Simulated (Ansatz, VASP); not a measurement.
# Two plane-wave programs on NaF

The input INCAR:

```
SYSTEM = NaF
PREC = Accurate
ENCUT = 520
EDIFF = 1E-7
ISMEAR = 0
SIGMA = 0.05
LREAL = .False.
LASPH = .True.
NELM = 100
ALGO = Normal
ISIF = 2
LWAVE = .False.
LCHARG = .True.
GGA = PS
LELF = .True.
LVHAR = .True.
NBANDS = 14
```

KPOINTS

```
regular mesh
0
Gamma
  10 10 10
  0 0 0
```

POSCAR

```
NaF
1.0
    0.1207710295      2.3852278333      2.3852278333
    2.3852278333      0.1207710295      2.3852278333
    2.3852278333      2.3852278333      0.1207710295
Na F
1 1
Direct
    0.0000000000      0.0000000000      0.0000000000
    0.5000000000      0.5000000000      0.5000000000
```

Input for Ansatz:

```yaml
crystal:
  lattice:
    - [0.1207710295, 2.3852278333, 2.3852278333]
    - [2.3852278333, 0.1207710295, 2.3852278333]
    - [2.3852278333, 2.3852278333, 0.1207710295]
  atoms:
    - { symbol: Na, position: [0.0, 0.0, 0.0] }
    - { symbol: F, position: [0.5, 0.5, 0.5] }
basis:
  ecutwfc: 420
kpoints:
  mp_grid: { grid: [10, 10, 10] }
hamiltonian:
  xc: pbesol
scf:
  occupations: { method: gaussian, width: 0.05 }
output:
  forces: true
  stress: true
  eigenvalues: true
  write_density: true
  write_potential: true
  elf: true
  volumetric_format: npy
```

Alike in both runs: task single point; functional PBEsol; k mesh 10 × 10 × 10; occupations gaussian, width 0.05 eV; no spin polarisation.

|  | VASP | Ansatz |
| --- | --- | --- |
| version | VASP 6.6.1 | Ansatz 0.2.0 |
| potentials or method | VASP PAW PBE potentials, release 64 (Na_pv, F), cutoff 520 eV | scalar-relativistic, plane waves, PAW |
| valence electrons in the cell | 14 | 16 |

Ansatz gave:

* gap on the k mesh at the Fermi level (eV): 6.03
* least direct gap on the mesh (eV): 6.03
* pressure (GPa): -0.6
* traceless stress, the component that is largest in VASP (GPa): -1.61

Problem. What did VASP give for the same quantities?

Solution. gap on the k mesh at the Fermi level (eV): 6.01; least direct gap on the mesh (eV): 6.01; pressure (GPa): -0.6; traceless stress, the component that is largest in VASP (GPa): -1.59.

VASP's potentials were made for PBE, not for PBEsol. VASP's potentials hold 14 valence electrons a cell and Ansatz's 16, so a difference there can come from the potentials and not from the codes.
